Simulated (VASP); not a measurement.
Input of a VASP 6.6.1 run:

Contents of INCAR:

```
  ALGO = Normal
  EDIFF = 1E-6
  ENCUT = 560
  GGA_COMPAT = False
  ISIF = 2
  ISMEAR = -1
  LASPH = True
  LCHARG = False
  LREAL = False
  LWAVE = False
  NBANDS = 14
  NELM = 120
  PREC = Accurate
  SIGMA = 0.1
```

KPOINTS

```
k-points
0
Gamma
  14 14 14
```

Contents of POSCAR:

```
Re
1.0
    0.0000000000      1.9301706271      1.9301706271
    1.9301706271      0.0000000000      1.9301706271
    1.9301706271      1.9301706271      0.0000000000
Re
1
Direct
    0.0000000000      0.0000000000      0.0000000000
```

Potentials or basis: VASP PAW LDA potentials, release 64 (Re_sv_GW).

Command:

```sh
$ cat potpaw_LDA.64/Re_sv_GW/POTCAR > POTCAR
$ mpirun -np 1 vasp_std > vasp.out
```

Problem. What does it give for the pressure?

Solution. 0.0 GPa.

Problem. Estimate the band gap on the k mesh.

Solution. Zero (an odd number of electrons rules out a gap without spin polarisation).

Caveat: spin-orbit coupling is left out, which moves the levels of the heavy elements.
